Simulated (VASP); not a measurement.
# GaP in VASP: relaxation of the atoms with PBE

Aim: the relaxation of the atoms of GaP with PBE.

Everything below comes from runs of VASP 6.6.1. Logs are shortened: lines on timing, memory, paths and dates and some standing lists are left out, and cuts for length are marked.

**1. The cell of the first run**

The cell holds a slab with vacuum, 8 atoms: a = 3.893 Å, b = 3.893 Å, c = 25.330 Å, α = 90.00°, β = 90.00°, γ = 120.00°.

**2. Relaxation of the atoms, PBE**

INCAR

```
SYSTEM = GaP
ALGO = Fast
DIPOL = 0.5 0.5 0.500
EDIFF = 1E-6
EDIFFG = -0.02
ENCUT = 520
GGA = PE
IBRION = 2
IDIPOL = 3
ISIF = 2
ISMEAR = 0
LASPH = .True.
LCHARG = .False.
LDIPOL = .True.
LREAL = .False.
LWAVE = .False.
NELM = 80
NSW = 80
PREC = Accurate
SIGMA = 0.05
```

KPOINTS

```
k-points
0
Gamma
  9 9 1
  0 0 0
```

POSCAR

```
GaP
1.0
    3.8926748893      0.0000000000      0.0000000000
   -1.9463374447      3.3711553428      0.0000000000
    0.0000000000      0.0000000000     25.3296561479
P Ga
4 4
Direct
    0.0000000000      0.0000000000      0.2960956105
    0.3333333333      0.6666666667      0.4215752348
    0.6666666667      0.3333333333      0.5470548591
    0.0000000000      0.0000000000      0.6725344835
    0.3333333333      0.6666666667      0.3274655165
    0.6666666667      0.3333333333      0.4529451409
    0.0000000000      0.0000000000      0.5784247652
    0.3333333333      0.6666666667      0.7039043895
```

Potentials or basis: VASP PAW PBE potentials, release 64 (P, Ga_d).

Run with:

```console
cat potpaw_PBE.64/P/POTCAR potpaw_PBE.64/Ga_d/POTCAR > POTCAR
mpirun -np 1 vasp_std > vasp.out
```

OUTCAR:

```text
SYSTEM = GaP
   EDIFF = 1E-6
   EDIFFG = -0.02
   ENCUT = 520
   GGA = PE
   IBRION = 2
   ISIF = 2
   ISMEAR = 0
   LASPH = .True.
   LREAL = .False.
   NELM = 80
   NSW = 80
   PREC = Accurate

 ion  position               nearest neighbor table
   1  0.000  0.000  0.296-   5 2.38   5 2.38   5 2.38
   2  0.333  0.667  0.422-   6 2.38   6 2.38   6 2.38   5 2.38
   3  0.667  0.333  0.547-   6 2.38   7 2.38   7 2.38   7 2.38
   4  0.000  0.000  0.673-   8 2.38   8 2.38   8 2.38   7 2.38
   5  0.333  0.667  0.327-   1 2.38   1 2.38   1 2.38   2 2.38
   6  0.667  0.333  0.453-   3 2.38   2 2.38   2 2.38   2 2.38
   7  0.000  0.000  0.578-   3 2.38   3 2.38   3 2.38   4 2.38
   8  0.333  0.667  0.704-   4 2.38   4 2.38   4 2.38

  LATTYP: Found a hexagonal cell.
 ALAT       =     3.8926748893
 C/A-ratio  =     6.5070053031

  Lattice vectors:

 A1 = (   3.8926748893,   0.0000000000,   0.0000000000)
 A2 = (  -1.9463374447,   3.3711553428,   0.0000000000)
 A3 = (   0.0000000000,   0.0000000000,  25.3296561479)

Analysis of symmetry for initial positions (statically):
=====================================================================
 Subroutine PRICEL returns:
 Original cell was already a primitive cell.

 Routine SETGRP: Setting up the symmetry group for a
 hexagonal supercell.

 Subroutine GETGRP returns: Found  6 space group operations
 (whereof  6 operations were pure point group operations)
 out of a pool of 24 trial point group operations.

The static configuration has the point symmetry C_3v.

Analysis of symmetry for dynamics (positions and initial velocities):
=====================================================================
 Subroutine PRICEL returns:
 Original cell was already a primitive cell.

 Routine SETGRP: Setting up the symmetry group for a
 hexagonal supercell.

 Subroutine GETGRP returns: Found  6 space group operations
 (whereof  6 operations were pure point group operations)
 out of a pool of 24 trial point group operations.

The dynamic configuration has the point symmetry C_3v.

 Subroutine INISYM returns: Found  6 space group operations
 (whereof  6 operations are pure point group operations),
 and found     1 'primitive' translations

----------------------------------------------------------------------------------------

                                     Primitive cell

  volume of cell :     332.3963

[... 114 lines left out ...]
   AEXX    =    0.0000 exact exchange contribution
   IVDW    =     0    specifies the selected vdW correction
   LEPSILON=     F    determine dielectric tensor
   LRPA    =     F    only Hartree local field effects (RPA)
 conjugate gradient relaxation of ions
 non-spin polarized calculation
 RMM-DIIS sequential band-by-band and
 Gauss-broadening in eV      SIGMA  =   0.05
  energy-cutoff  :      520.00
  volume of cell :      332.40
 maximum number of plane-waves:      9005
 NGX is ok and might be reduce to    30
   NGX = 15   NGY = 15   NGZ = 95

--------------------------------------- Ionic step        1  -------------------------------------------

 number of electron      72.0000023 magnetization

 Free energy of the ion-electron system (eV)
  ---------------------------------------------------
  ext. energy  EPLUGINS =         0.00000000
  ---------------------------------------------------
  free energy    TOTEN  =       -34.12436586 eV

  energy without entropy =      -34.11420816  energy(sigma->0) =      -34.11928701

------------------------ aborting loop because EDIFF is reached ----------------------------------------

  FORCE on cell =-STRESS in cart. coord.  units (eV):
  Direction    XX          YY          ZZ          XY          YZ          ZX
  --------------------------------------------------------------------------------------
  -------------------------------------------------------------------------------------
  Total       -1.1050931     -1.1050931      2.1390245      0.0000000      0.0000000      0.0000000
  in kB       -5.3266390     -5.3266390     10.3102724      0.0000000      0.0000000      0.0000000
  external PRESSURE =      -0.1143352 kB  Pullay stress =       0.0000000 kB
[... 107 lines left out ...]
  FREE ENERGIE OF THE ION-ELECTRON SYSTEM (eV)
  ---------------------------------------------------
  free  energy   TOTEN  =       -34.1883691741 eV

  energy  without entropy=      -34.1778340750  energy(sigma->0) =      -34.18310162

[... ionic steps 4 to 12 ...]

--------------------------------------- Ionic step       13  -------------------------------------------

 number of electron      72.0000026 magnetization

------------------------ aborting loop because EDIFF is reached ----------------------------------------
[... 79 lines left out ...]
--------------------------------------- Ionic step       15  -------------------------------------------

 number of electron      72.0000025 magnetization

 dipolmoment           0.000000      0.000000     -0.181767 electrons x Angstroem

 Free energy of the ion-electron system (eV)
  ---------------------------------------------------
  ext. energy  EPLUGINS =         0.00000000
  ---------------------------------------------------
  free energy    TOTEN  =       -34.19512275 eV

  energy without entropy =      -34.18494754  energy(sigma->0) =      -34.19003515

 E-fermi :  -0.0218     XC(G=0):  -5.4711

 val. band max:       -0.0497609147   @ k =   0.2222   0.2222   0.0000
 cond. band min:      -0.0182918313   @ k =   0.3333   0.3333   0.0000
 fundamental gap:      0.0314690834
 Fermi energy:        -0.0218277338

 k-point     1 :       0.0000    0.0000    0.0000
  band No.  band energies     occupation
      1     -15.6971      2.00000
      2     -15.6304      2.00000
      3     -15.6304      2.00000
      4     -15.5620      2.00000
      5     -15.5620      2.00000
      6     -15.3615      2.00000
[... 541 lines left out ...]
     42       4.6572      0.00000
     43       4.8699      0.00000

------------------------ aborting loop because EDIFF is reached ----------------------------------------

 vacuum level on the upper side and lower side of the slab       (xc-potential included)        -1.406         1.060

  FORCE on cell =-STRESS in cart. coord.  units (eV):
  Direction    XX          YY          ZZ          XY          YZ          ZX
  --------------------------------------------------------------------------------------
  -------------------------------------------------------------------------------------
  Total        0.0215369      0.0215369      0.1101184     -0.0000000     -0.0000000      0.0000000
  in kB        0.1038097      0.1038097      0.5307796     -0.0000000     -0.0000000      0.0000000
  external PRESSURE =       0.2461330 kB  Pullay stress =       0.0000000 kB
[... 23 lines left out ...]
  FREE ENERGIE OF THE ION-ELECTRON SYSTEM (eV)
  ---------------------------------------------------
  free  energy   TOTEN  =       -34.1951227507 eV

  energy  without entropy=      -34.1849475432  energy(sigma->0) =      -34.19003515

 reached required accuracy - stopping structural energy minimisation

 vacuum level on the upper side and lower side of the slab         3.341         5.861
```

OSZICAR:

```text
N       E                     dE             d eps       ncg     rms          rms(c)
DAV:   1     0.598456458223E+03    0.59846E+03   -0.32856E+04  1083   0.189E+03
DAV:   2     0.501536471807E+02   -0.54830E+03   -0.53509E+03  1198   0.462E+02
DAV:   3    -0.307751139611E+02   -0.80929E+02   -0.79228E+02  1213   0.159E+02
DAV:   4    -0.361006159357E+02   -0.53255E+01   -0.52944E+01  1341   0.396E+01
[... 172 lines left out ...]
RMM:   3    -0.341951518189E+02    0.37966E-02   -0.29363E-03  1567   0.290E-01    0.581E-02
RMM:   4    -0.341951327690E+02    0.19050E-04   -0.29426E-04  1575   0.965E-02    0.289E-02
RMM:   5    -0.341951247496E+02    0.80194E-05   -0.55127E-05  1353   0.420E-02    0.139E-02
RMM:   6    -0.341951226786E+02    0.20710E-05   -0.13380E-05   968   0.231E-02    0.555E-03
RMM:   7    -0.341951227507E+02   -0.72128E-07   -0.43120E-06   773   0.134E-02
  15 F= -.34195123E+02 E0= -.34190035E+02  d E =-.325347E-03
```

Wall time 61 min (1 thread of Oxide Virtual Turin-like, shared host); peak memory 0.5 GiB.

What came out:

* Free energy: -34.1951 eV
* Energy gained by relaxing: 8.8 meV/atom
* Ionic steps: 15
* Largest force after relaxing: 0.013 eV/Å
* Band gap on the k mesh: zero (bands 36 and 37 overlap by 0.16 eV)

Forces in eV/Å, atoms in the order of the input:
```
P    0.000  0.000 -0.011
P    0.000  0.000 -0.002
P    0.000  0.000 -0.009
P    0.000  0.000  0.012
Ga   0.000  0.000  0.013
Ga   0.000  0.000 -0.013
Ga   0.000  0.000  0.009
Ga   0.000  0.000  0.002
```

Step by step:
```csv
step,energy change (eV),largest force (eV/Å),pressure (GPa)
1,0.0000,0.6727,-0.01
2,-0.0532,0.3190,0.01
3,-0.0640,0.1181,0.06
4,-0.0640,0.1151,0.06
5,-0.0662,0.0904,0.06
6,-0.0672,0.0848,0.07
7,-0.0673,0.0956,0.07
8,-0.0684,0.0533,0.07
9,-0.0692,0.0534,0.07
10,-0.0694,0.0762,0.08
11,-0.0696,0.0702,0.08
12,-0.0701,0.0444,0.06
13,-0.0704,0.0350,0.04
14,-0.0704,0.0394,0.04
15,-0.0708,0.0135,0.02
```

Final structure:
```
P Ga
1.0
     3.89267    0.00000    0.00000
    -1.94634    3.37116    0.00000
     0.00000    0.00000   25.32966
P Ga
4 4
Direct
  0.00000 0.00000 0.29615
  0.33333 0.66667 0.42241
  0.66667 0.33333 0.54866
  0.00000 0.00000 0.67615
  0.33333 0.66667 0.32350
  0.66667 0.33333 0.45145
  0.00000 0.00000 0.57794
  0.33333 0.66667 0.70374
```

Levels at points of the mesh, in eV from the Fermi level:
| k point | band 33 | band 34 | band 35 | band 36 | band 37 | band 38 | band 39 | band 40 |
| --- | --- | --- | --- | --- | --- | --- | --- | --- |
| (0.00, 0.00, 0.00) | -0.68 | -0.64 | 0.16 | 0.16 | 0.48 | 0.74 | 1.41 | 1.94 |
